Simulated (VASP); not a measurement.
Wanted: the native input for a VASP 6.6.1 run.

| Item | Value |
| --- | --- |
| Task | single point |
| Functional | PBEsol |
| Potentials or basis | VASP PAW PBE potentials, release 64 (K_sv, As_d, H) |
| Cutoff | 510 eV |
| k mesh | 4 × 4 × 4 |
| Occupations | fermi-dirac, width 0.03 eV |
| Spin | no spin polarisation |
| Dipole correction | no |
| Further INCAR settings | ALGO = Normal; EDIFF = 1e-06; NBANDS = 25 |

The structure of KAsH6 lies in POSCAR:

```
KAsH6
1.0
    3.4611566364      1.9982997157      2.1847277636
   -3.4611566364      1.9982997157      2.1847277636
    0.0000000000     -3.9965994314      2.1847277636
K As H
1 1 6
Direct
    0.5000000000      0.5000000000      0.5000000000
    0.0000000000      0.0000000000      0.0000000000
    0.9250965713      0.2557388879      0.2557388879
    0.2557388879      0.9250965713      0.2557388879
    0.2557388879      0.2557388879      0.9250965713
    0.0749034287      0.7442611121      0.7442611121
    0.7442611121      0.0749034287      0.7442611121
    0.7442611121      0.7442611121      0.0749034287
```

One way to write it, as run:

INCAR

```
SYSTEM = KAsH6
PREC     = Accurate       ! precision mode
ENCUT    = 510            ! plane-wave cutoff, eV
EDIFF    = 1E-6           ! SCF threshold, eV
ISMEAR   = -1             ! smearing method
SIGMA    = 0.03           ! smearing width, eV
LREAL    = .False.        ! projectors in reciprocal space
LASPH    = .True.         ! aspherical terms in the spheres
NELM     = 120            ! most SCF steps
ALGO     = Normal         ! electronic algorithm
ISIF     = 2              ! what is computed and relaxed
LWAVE    = .False.        ! write WAVECAR
LCHARG   = .False.        ! write CHGCAR
GGA      = PS             ! functional
NBANDS   = 25             ! bands
GGA_COMPAT= .False.
```

KPOINTS

```
regular mesh
0
Gamma
  4 4 4
  0 0 0
```

Potentials or basis: VASP PAW PBE potentials, release 64 (K_sv, As_d, H).

Run with:

```sh
$ cat potpaw_PBE.64/K_sv/POTCAR potpaw_PBE.64/As_d/POTCAR potpaw_PBE.64/H/POTCAR > POTCAR
$ mpirun -np 1 vasp_std > vasp.out
```

It gave:

The pressure is -0.2 GPa, the largest force is 0.019 eV/Å and the band gap on the k mesh is 0.26 eV (least direct gap 0.67 eV).

Caveat: the PAW data sets were made with another functional, which shifts forces and pressure a little.

Run time: 28 s on 1 thread of Intel(R) Xeon(R) Platinum 8488C (Sapphire Rapids), with other jobs on the host, peak memory 0.21 GiB.
